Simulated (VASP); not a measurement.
A run of VASP 6.6.1 is set up as follows.

Contents of INCAR:

```
PREC     = Accurate       # precision mode
ENCUT    = 840            # plane-wave cutoff, eV
EDIFF    = 1E-6           # SCF threshold, eV
ISMEAR   = -1             # smearing method
SIGMA    = 0.05           # smearing width, eV
LREAL    = False          # projectors in reciprocal space
LASPH    = True           # aspherical terms in the spheres
NELM     = 120            # most SCF steps
ALGO     = Normal         # electronic algorithm
ISIF     = 2              # what is computed and relaxed
LWAVE    = False          # write WAVECAR
LCHARG   = False          # write CHGCAR
GGA      = PE             # functional
NBANDS   = 15             # bands
GGA_COMPAT= False
```

The input KPOINTS:

```
Automatic mesh
0
Gamma
  8 8 8
```

POSCAR

```
MgO
1.0
    0.0000000000      2.1462000000      2.1462000000
    2.1462000000      0.0000000000      2.1462000000
    2.1462000000      2.1462000000      0.0000000000
Mg O
1 1
Direct
    0.0000000000      0.0000000000      0.0000000000
    0.5000000000      0.5000000000      0.5000000000
```

Potentials or basis: VASP PAW PBE potentials, release 64 (Mg_sv, O).

Run with:

```bash
$ cat potpaw_PBE.64/Mg_sv/POTCAR potpaw_PBE.64/O/POTCAR > POTCAR
$ mpirun -np 1 vasp_std > vasp.out
```

Q: Predict the band gap on the k mesh.

A: 4.21 eV.

Q: Estimate the pressure.

A: -3.8 GPa.

Caveat: the cell stands under tension.
